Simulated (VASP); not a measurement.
Write the native input for VASP 6.6.1 that does the following.

```yaml
Task: relaxation of shape and atoms at fixed volume
Functional: PBE
Potentials_or_basis: VASP PAW PBE potentials, release 64 (Sn_d, Se)
Cutoff: 600 eV
k_mesh: 12 × 12 × 4
Occupations: gaussian, width 0.02 eV
Spin: no spin polarisation
Dipole_correction: no
Further_INCAR_settings: ALGO = Normal; EDIFF = 1e-06; IBRION = 2; EDIFFG = -0.01; NSW = 50; ISIF = 4
```

The structure of SnSe2 lies in POSCAR:

```
SnSe2
1.0
    3.8209884131      0.0000000000      0.0000000000
   -1.9104942066      3.3090730333      0.0000000000
    0.0000000000      0.0000000000      6.5292245599
Sn Se
1 2
Direct
    0.0000000000      0.0000000000      0.0000000000
    0.3333333333      0.6666666667      0.2419371998
    0.6666666667      0.3333333333      0.7580628002
```

These files were run (other wordings do the same):

INCAR

```
SYSTEM = SnSe2
ALGO     = Normal         ! electronic algorithm
EDIFF    = 1E-6           ! SCF threshold, eV
EDIFFG   = -0.01          ! ionic threshold
ENCUT    = 600            ! plane-wave cutoff, eV
GGA      = PE             ! functional
IBRION   = 2              ! ionic algorithm
ISIF     = 4              ! what is computed and relaxed
ISMEAR   = 0              ! smearing method
LASPH    = .True.         ! aspherical terms in the spheres
LCHARG   = .False.        ! write CHGCAR
LREAL    = .False.        ! projectors in reciprocal space
LWAVE    = .False.        ! write WAVECAR
NELM     = 60             ! most SCF steps
NSW      = 50             ! ionic steps
PREC     = Accurate       ! precision mode
SIGMA    = 0.02           ! smearing width, eV
```

KPOINTS

```
k-points
0
Gamma
  12 12 4
  0 0 0
```

Potentials or basis: VASP PAW PBE potentials, release 64 (Sn_d, Se).

Launch:

```bash
$ cat potpaw_PBE.64/Sn_d/POTCAR potpaw_PBE.64/Se/POTCAR > POTCAR
$ mpirun -np 1 vasp_std > vasp.out
```

It gave:

```
Energy gained by relaxing : 5.2 meV/atom
Ionic steps               : 8
Pressure after relaxing   : 0.7 GPa
Band gap on the k mesh    : 0.70 eV (least direct gap 1.11 eV)
```

Caveat: semilocal functionals underestimate gaps, and a narrow one can read as zero; spin-orbit coupling is left out, which moves the levels of the heavy elements; this functional lacks dispersion, which binds layers or chains, so the pressure and a relaxed spacing across them are unreliable.

Run time: 5.9 min on 1 thread of Intel Xeon 6975P-C, on a shared host, peak memory 0.31 GiB.
